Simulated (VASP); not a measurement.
A run of VASP 6.6.1:

Contents of INCAR:

```
  PREC = Accurate
  ENCUT = 450
  EDIFF = 1E-7
  ISMEAR = 0
  SIGMA = 0.05
  LREAL = False
  LASPH = True
  NELM = 120
  ALGO = Normal
  ISIF = 2
  LWAVE = False
  LCHARG = False
  LDIPOL = True
  IDIPOL = 3
  DIPOL = 0.5 0.5 0.364
  GGA = PE
  IVDW = 12
  IBRION = 2
  NSW = 40
  EDIFFG = -0.003
  GGA_COMPAT = False
  NELMIN = 4
  NELMDL = -8
```

Contents of KPOINTS:

```
Automatic mesh
0
Gamma
  9 9 1
```

Contents of POSCAR:

```
Sb
1.0
    4.0686848921      0.0000000000      0.0000000000
   -2.0343424461      3.5235844766      0.0000000000
    0.0000000000      0.0000000000     20.8000277116
Sb
4
Selective dynamics
Direct
    0.3333333333      0.6666666667      0.2959334015  F F T
    0.6666666667      0.3333333333      0.2163458656  F F F
    1.0000000000      1.0000000000      0.5117537136  F F T
    0.6666666667      1.3333333333      0.4325448251  F F T
```

Potentials or basis: VASP PAW PBE potentials, release 64 (Sb).

The run is started by

```console
$ cat potpaw_PBE.64/Sb/POTCAR > POTCAR
$ mpirun -np 1 vasp_std > vasp.out
```

Hardware: 1 thread of Intel(R) Xeon(R) 6975P-C (Granite Rapids), on a shared host.

**Question.** Estimate the wall time of this run.

**Answer.** Wall time 4.1 min on 1 thread of Intel(R) Xeon(R) 6975P-C (Granite Rapids) (shared host), peak memory 0.34 GiB. Counts: scf iterations 174, k points 12, ion steps 24.
